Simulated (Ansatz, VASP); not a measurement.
# MgO in VASP and in Ansatz

```xyz
2
Lattice="0.0000 2.0816 2.0816 2.0816 0.0000 2.0816 2.0816 2.0816 0.0000" Properties=species:S:1:pos:R:3 pbc="T T T"
Mg    0.0000    0.0000    0.0000
O     2.0816    2.0816    2.0816
```

Alike in both runs: functional LDA; k mesh 8 × 8 × 8; occupations gaussian, width 0.1 eV; no spin polarisation.

Ansatz relaxed the structure, and its values are those at the end. VASP's run is a single point on that final structure, the one shown.

|  | VASP | Ansatz |
| --- | --- | --- |
| version | VASP 6.6.1 | Ansatz 0.2.0 |
| potentials or method | VASP PAW LDA potentials, release 64 (Mg, O), cutoff 520 eV | scalar-relativistic, plane waves, PAW |
| valence electrons in the cell | 8 | 16 |

```csv
,VASP,Ansatz,Ansatz less VASP
gap on the k mesh at the Fermi level (eV),5.00,5.01,+0.005
least direct gap on the mesh (eV),5.00,5.01,+0.005
pressure (GPa),-2.2,-0.3,+1.86
```

Ansatz warns that its potentials were made for another functional, while VASP's fit it. LDA's correlation is that of Perdew and Zunger in VASP and of Perdew and Wang (1992) in Ansatz. VASP's potentials hold 8 valence electrons a cell and Ansatz's 16, so a difference there can come from the potentials and not from the codes.
